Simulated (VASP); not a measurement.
# GaN (rocksalt type) (Fm-3m) in VASP: single point with LDA

Aim: the single point of GaN (rocksalt type) with LDA.

All numbers are computed with VASP 6.6.1; they aren't measurements. Logs are shortened: lines on timing, memory, paths and dates and some standing lists are left out, and cuts for length are marked.

### 1 The cell of the first run

The structure is cubic, space group Fm-3m (No. 225). Conventional cell: a = 4.181 Å, b = 4.181 Å, c = 4.181 Å, α = 90.00°, β = 90.00°, γ = 90.00°. Ga (site symmetry m-3m) has 6 N at 2.09 Å within 2.8 Å. Within 2.8 Å of N (site symmetry m-3m) lie 6 Ga at 2.09 Å.

### 2 Single point, LDA

INCAR

```
PREC = Accurate
ENCUT = 520
EDIFF = 1E-7
ISMEAR = -1
SIGMA = 0.1
LREAL = F
LASPH = T
NELM = 60
ALGO = Normal
ISIF = 2
LWAVE = F
LCHARG = F
GGA = CA
NBANDS = 16
```

KPOINTS

```
regular mesh
0
Gamma
  17 17 17
```

POSCAR

```
GaN
1.0
    0.0000000000      2.0905900561      2.0905900561
    2.0905900561      0.0000000000      2.0905900561
    2.0905900561      2.0905900561      0.0000000000
Ga N
1 1
Direct
    0.0000000000      0.0000000000      0.0000000000
    0.5000000000      0.5000000000      0.5000000000
```

Potentials or basis: VASP PAW LDA potentials, release 64 (Ga_d, N).

Run with:

```console
cat potpaw_LDA.64/Ga_d/POTCAR potpaw_LDA.64/N/POTCAR > POTCAR
mpirun -np 1 vasp_std > vasp.out
```

OUTCAR:

```text
PREC = Accurate
   ENCUT = 520
   EDIFF = 1E-7
   ISMEAR = -1
   LREAL = F
   LASPH = T
   NELM = 60
   ISIF = 2
   GGA = CA

 ion  position               nearest neighbor table
   1  0.000  0.000  0.000-   2 2.09   2 2.09   2 2.09   2 2.09   2 2.09   2 2.09
   2  0.500  0.500  0.500-   1 2.09   1 2.09   1 2.09   1 2.09   1 2.09   1 2.09

  LATTYP: Found a face centered cubic cell.
 ALAT       =     4.1811801122

  Lattice vectors:

 A1 = (   0.0000000000,   2.0905900561,   2.0905900561)
 A2 = (   2.0905900561,   0.0000000000,   2.0905900561)
 A3 = (   2.0905900561,   2.0905900561,   0.0000000000)

Analysis of symmetry for initial positions (statically):
=====================================================================
 Subroutine PRICEL returns:
 Original cell was already a primitive cell.

 Routine SETGRP: Setting up the symmetry group for a
 face centered cubic supercell.

 Subroutine GETGRP returns: Found 48 space group operations
 (whereof 48 operations were pure point group operations)
 out of a pool of 48 trial point group operations.

The static configuration has the point symmetry O_h .

Analysis of symmetry for dynamics (positions and initial velocities):
=====================================================================
 Subroutine PRICEL returns:
 Original cell was already a primitive cell.

 Routine SETGRP: Setting up the symmetry group for a
 face centered cubic supercell.

 Subroutine GETGRP returns: Found 48 space group operations
 (whereof 48 operations were pure point group operations)
 out of a pool of 48 trial point group operations.

The dynamic configuration has the point symmetry O_h .

 Subroutine INISYM returns: Found 48 space group operations
 (whereof 48 operations are pure point group operations),
 and found     1 'primitive' translations

----------------------------------------------------------------------------------------

                                     Primitive cell

  volume of cell :      18.2741

  direct lattice vectors                    reciprocal lattice vectors
     0.000000000  2.090590056  2.090590056    -0.239166927  0.239166927  0.239166927
     2.090590056  0.000000000  2.090590056     0.239166927 -0.239166927  0.239166927
     2.090590056  2.090590056  0.000000000     0.239166927  0.239166927 -0.239166927

  length of vectors
     2.956540811  2.956540811  2.956540811     0.414249270  0.414249270  0.414249270

  position of ions in fractional coordinates (direct lattice)
     0.000000000  0.000000000  0.000000000
     0.500000000  0.500000000  0.500000000

  ion indices of the primitive-cell ions
   primitive index   ion index
                 1           1
                 2           2

----------------------------------------------------------------------------------------

 KPOINTS: regular mesh

Automatic generation of k-mesh.
 Grid dimensions read from file:
 generate k-points for:   17   17   17

 Generating k-lattice:

  Cartesian coordinates                     Fractional coordinates (reciprocal lattice)
    -0.014068643  0.014068643  0.014068643     0.058823529  0.000000000  0.000000000
     0.014068643 -0.014068643  0.014068643     0.000000000  0.058823529  0.000000000
     0.014068643  0.014068643 -0.014068643     0.000000000  0.000000000  0.058823529

  Length of vectors
     0.024367604  0.024367604  0.024367604

  Shift w.r.t. Gamma in fractional coordinates (k-lattice)
     0.000000000  0.000000000  0.000000000

 Subroutine IBZKPT returns following result:
 ===========================================

 Found    165 irreducible k-points:

 Following reciprocal coordinates:
            Coordinates               Weight
  0.000000  0.000000  0.000000      1.000000
  0.058824  0.000000  0.000000      8.000000
  0.117647  0.000000  0.000000      8.000000
  0.176471  0.000000  0.000000      8.000000
  0.235294  0.000000  0.000000      8.000000
  0.294118  0.000000  0.000000      8.000000
[... 16 lines left out ...]
 -0.176471  0.058824  0.000000     24.000000
 -0.117647  0.058824  0.000000     24.000000
 [... further k-points ...]
   k-points           NKPTS =    165   k-points in BZ     NKDIM =    165   number of bands    NBANDS=     16
   number of dos      NEDOS =    301   number of ions     NIONS =      2
   total plane-waves  NPLWV =  13824
   dimension x,y,z NGX =    24 NGY =   24 NGZ =   24
   dimension x,y,z NGXF=    48 NGYF=   48 NGZF=   48
   ions per type =               1   1
   NGX,Y,Z   is equivalent  to a cutoff of  13.50, 13.50, 13.50 a.u.
   NGXF,Y,Z  is equivalent  to a cutoff of  26.99, 26.99, 26.99 a.u.
 SYSTEM =  unknown system
   PREC   = accura    normal or accurate (medium, high low for compatibility)
   ISTART =      0    job   : 0-new  1-cont  2-samecut
   ICHARG =      2    charge: 1-file 2-atom 10-const
   ISPIN  =      1    spin polarized calculation?
   LNONCOLLINEAR =      F non collinear calculations
   LSORBIT =      F    spin-orbit coupling
   LASPH  =      T    aspherical Exc in radial PAW
   ENCUT  =  520.0 eV  38.22 Ry    6.18 a.u.   5.50  5.50  5.50*2*pi/ulx,y,z
   NELM   =     60;   NELMIN=  2; NELMDL= -5     # of ELM steps
   EDIFF  = 0.1E-06   stopping-criterion for ELM
   LREAL  =      F    real-space projection
   EDIFFG = 0.1E-05   stopping-criterion for IOM
   NSW    =      0    number of steps for IOM
   IBRION =     -1    ionic relax: 0-MD 1-quasi-New 2-CG
   NFREE  =      0    steps in history (QN), initial steepest desc. (CG)
   ISIF   =      2    stress and relaxation
   ISYM   =      2    0-nonsym 1-usesym 2-fastsym
   POTIM  = 0.5000    time-step for ionic-motion
   TEBEG  =    0.0;   TEEND  =   0.0 temperature during run
   PSTRESS=    0.0 pullay stress
   NELECT =      18.0000    total number of electrons
   NUPDOWN=      -1.0000    fix difference up-down
   EMIN   =  10.00;   EMAX   =-10.00  energy-range for DOS
   EFERMI =   0.00;   METHOD = LEGACY
   ISMEAR =    -1;   SIGMA  =   0.10  broadening in eV -4-tet -1-fermi 0-gaus
   EFERMI_NEDOS =   21; number of points for ismear=-14 and -15
   IALGO  =     38    algorithm
   IMIX   =      4    mixing-type and parameters
     AMIX     =   0.40;   BMIX     =  1.00
     AMIX_MAG =   1.60;   BMIX_MAG =  1.00
  volume/ion in A,a.u.               =       9.14        61.66
  Fermi-wavevector in a.u.,A,eV,Ry     =   1.628871  3.078121 36.099276  2.653222
  Thomas-Fermi vector in A             =   2.721431
   LORBIT       =      0    0 simple, 1 ext, 2 COOP (PROOUT), +10 PAW based schemes
   GGA     = CA    functional components
   LHFCALC =     F    Hartree Fock is set to
   AEXX    =    0.0000 exact exchange contribution
   IVDW    =     0    specifies the selected vdW correction
   LEPSILON=     F    determine dielectric tensor
   LRPA    =     F    only Hartree local field effects (RPA)
 non-spin polarized calculation
  energy-cutoff  :      520.00
  volume of cell :       18.27
 maximum number of plane-waves:       531
 NGX is ok and might be reduce to    24
   NGX = 11   NGY = 11   NGZ = 11

 number of electron      17.9999998 magnetization

 Free energy of the ion-electron system (eV)
  ---------------------------------------------------
  ext. energy  EPLUGINS =         0.00000000
  ---------------------------------------------------
  free energy    TOTEN  =       -13.08270298 eV

  energy without entropy =      -13.08223992  energy(sigma->0) =      -13.08247145

 E-fermi :   8.5949     XC(G=0): -13.6661

 val. band max:        8.1073057014   @ k =  -0.1765   0.1765   0.0000
 cond. band min:       8.7800118147   @ k =   0.4706   0.4706   0.0000
 fundamental gap:      0.6727061133
 Fermi energy:         8.5948523693

 k-point     1 :       0.0000    0.0000    0.0000
  band No.  band energies     occupation
      1      -9.4374      2.00000
      2      -5.9940      2.00000
      3      -5.9940      2.00000
      4      -5.9940      2.00000
      5      -5.8878      2.00000
      6      -5.8878      2.00000
[... 8 lines left out ...]
     15      24.0883      0.00000
     16      24.0888      0.00000

 k-point     2 :       0.0588    0.0000    0.0000
  band No.  band energies     occupation
      1      -9.3663      2.00000
      2      -5.9972      2.00000
      3      -5.9893      2.00000
      4      -5.9893      2.00000
      5      -5.8938      2.00000
      6      -5.8938      2.00000
[... 8 lines left out ...]
     15      24.0674      0.00000
     16      24.0674      0.00000

 k-point     3 :       0.1176    0.0000    0.0000
  band No.  band energies     occupation
      1      -9.1553      2.00000
      2      -6.0063      2.00000
      3      -5.9824      2.00000
      4      -5.9824      2.00000
      5      -5.9044      2.00000
      6      -5.9044      2.00000
[... 8 lines left out ...]
     15      24.3397      0.00000
     16      24.3397      0.00000

 k-point     4 :       0.1765    0.0000    0.0000
  band No.  band energies     occupation
      1      -8.8114      2.00000
      2      -6.0199      2.00000
      3      -5.9963      2.00000
      4      -5.9963      2.00000
      5      -5.8956      2.00000
      6      -5.8956      2.00000
[... 8 lines left out ...]
     15      24.9685      0.00000
     16      24.9685      0.00000

 k-point     5 :       0.2353    0.0000    0.0000
  band No.  band energies     occupation
      1      -8.3486      2.00000
      2      -6.0359      2.00000
      3      -6.0338      2.00000
      4      -6.0338      2.00000
      5      -5.8637      2.00000
      6      -5.8637      2.00000
[... 8 lines left out ...]
     15      25.8767      0.00000
     16      25.8767      0.00000

 k-point     6 :       0.2941    0.0000    0.0000
  band No.  band energies     occupation
      1      -7.7924      2.00000
      2      -6.0782      2.00000
      3      -6.0782      2.00000
      4      -6.0516      2.00000
      5      -5.8245      2.00000
      6      -5.8245      2.00000
[... 8 lines left out ...]
     15      27.0226      0.00000
     16      27.0226      0.00000

 k-point     7 :       0.3529    0.0000    0.0000
  band No.  band energies     occupation
      1      -7.1904      2.00000
      2      -6.1193      2.00000
      3      -6.1193      2.00000
      4      -6.0645      2.00000
      5      -5.7876      2.00000
      6      -5.7876      2.00000
[... 8 lines left out ...]
     15      28.3685      0.00000
     16      28.3685      0.00000

 k-point     8 :       0.4118    0.0000    0.0000
  band No.  band energies     occupation
      1      -6.6341      2.00000
      2      -6.1504      2.00000
      3      -6.1504      2.00000
      4      -6.0702      2.00000
      5      -5.7592      2.00000
      6      -5.7592      2.00000
[... 8 lines left out ...]
     15      29.8521      0.00000
     16      29.8521      0.00000

 k-point     9 :       0.4706    0.0000    0.0000
  band No.  band energies     occupation
      1      -6.2877      2.00000
      2      -6.1671      2.00000
      3      -6.1671      2.00000
      4      -6.0580      2.00000
      5      -5.7438      2.00000
      6      -5.7438      2.00000
[... 8 lines left out ...]
     15      31.2426      0.00000
     16      31.2426      0.00000
[... 172 lines left out ...]
 k-point    19 :      -0.4118    0.0588    0.0000
  band No.  band energies     occupation
      1      -6.5957      2.00000
      2      -6.2024      2.00000
      3      -6.1550      2.00000
      4      -5.9661      2.00000
      5      -5.7614      2.00000
      6      -5.6251      2.00000
[... 8 lines left out ...]
     15      29.5369      0.00000
     16      30.7166      0.00000

 k-point    20 :      -0.3529    0.0588    0.0000
  band No.  band energies     occupation
      1      -7.0158      2.00000
      2      -6.1560      2.00000
      3      -6.1338      2.00000
      4      -6.0118      2.00000
      5      -5.7921      2.00000
      6      -5.7023      2.00000
[... 8 lines left out ...]
     15      27.9865      0.00000
     16      29.7222      0.00000

 k-point    21 :      -0.2941    0.0588    0.0000
  band No.  band energies     occupation
      1      -7.5712      2.00000
      2      -6.1063      2.00000
      3      -6.0991      2.00000
      4      -6.0294      2.00000
      5      -5.8317      2.00000
      6      -5.7585      2.00000
[... 8 lines left out ...]
     15      26.5820      0.00000
     16      28.5000      0.00000

 k-point    22 :      -0.2353    0.0588    0.0000
  band No.  band energies     occupation
      1      -8.1287      2.00000
      2      -6.0593      2.00000
      3      -6.0555      2.00000
      4      -6.0265      2.00000
      5      -5.8745      2.00000
      6      -5.8066      2.00000
[... 8 lines left out ...]
     15      25.3744      0.00000
     16      27.3602      0.00000

 k-point    23 :      -0.1765    0.0588    0.0000
  band No.  band energies     occupation
      1      -8.6157      2.00000
      2      -6.0288      2.00000
      3      -6.0095      2.00000
      4      -6.0063      2.00000
      5      -5.9140      2.00000
      6      -5.8481      2.00000
[... 8 lines left out ...]
     15      24.3879      0.00000
     16      26.3983      0.00000

 k-point    24 :      -0.1176    0.0588    0.0000
  band No.  band energies     occupation
      1      -8.9956      2.00000
      2      -6.0140      2.00000
      3      -5.9850      2.00000
      4      -5.9759      2.00000
      5      -5.9363      2.00000
      6      -5.8765      2.00000
[... 8 lines left out ...]
     15      24.4808      0.00000
     16      25.6347      0.00000

 [... further k-points ...]

------------------------ aborting loop because EDIFF is reached ----------------------------------------

  FORCE on cell =-STRESS in cart. coord.  units (eV):
  Direction    XX          YY          ZZ          XY          YZ          ZX
  --------------------------------------------------------------------------------------
  -------------------------------------------------------------------------------------
  Total        0.1675862      0.1675862      0.1675862     -0.0000000      0.0000000     -0.0000000
  in kB       14.6930547     14.6930547     14.6930547     -0.0000000      0.0000000     -0.0000000
  external PRESSURE =      14.6930547 kB  Pullay stress =       0.0000000 kB

 VOLUME and BASIS-vectors are now :
 -----------------------------------------------------------------------------
  energy-cutoff  :      520.00
  volume of cell :       18.27
      direct lattice vectors                 reciprocal lattice vectors
     0.000000000  2.090590056  2.090590056    -0.239166927  0.239166927  0.239166927
     2.090590056  0.000000000  2.090590056     0.239166927 -0.239166927  0.239166927
     2.090590056  2.090590056  0.000000000     0.239166927  0.239166927 -0.239166927

 POSITION                                       TOTAL-FORCE (eV/Angst)
 -----------------------------------------------------------------------------------
      0.00000      0.00000      0.00000         0.000000      0.000000      0.000000
      2.09059      2.09059      2.09059         0.000000      0.000000      0.000000
 -----------------------------------------------------------------------------------
    total drift:                                0.000000     -0.000000     -0.000000

  FREE ENERGIE OF THE ION-ELECTRON SYSTEM (eV)
  ---------------------------------------------------
  free  energy   TOTEN  =       -13.0827029759 eV

  energy  without entropy=      -13.0822399209  energy(sigma->0) =      -13.08247145
```

Run time: 63 s. Hardware: 1 thread of AMD EPYC 7R13 (Zen 3), shared host; peak memory 0.13 GiB.

What came out:

| Item | Value |
| --- | --- |
| Free energy | -13.0827 eV |
| Pressure | 1.5 GPa |
| Band gap on the k mesh | 0.67 eV, indirect (least direct gap 3.25 eV) |

A k mesh can miss the band edges. As with any semilocal functional, this LDA gap is likely too small.
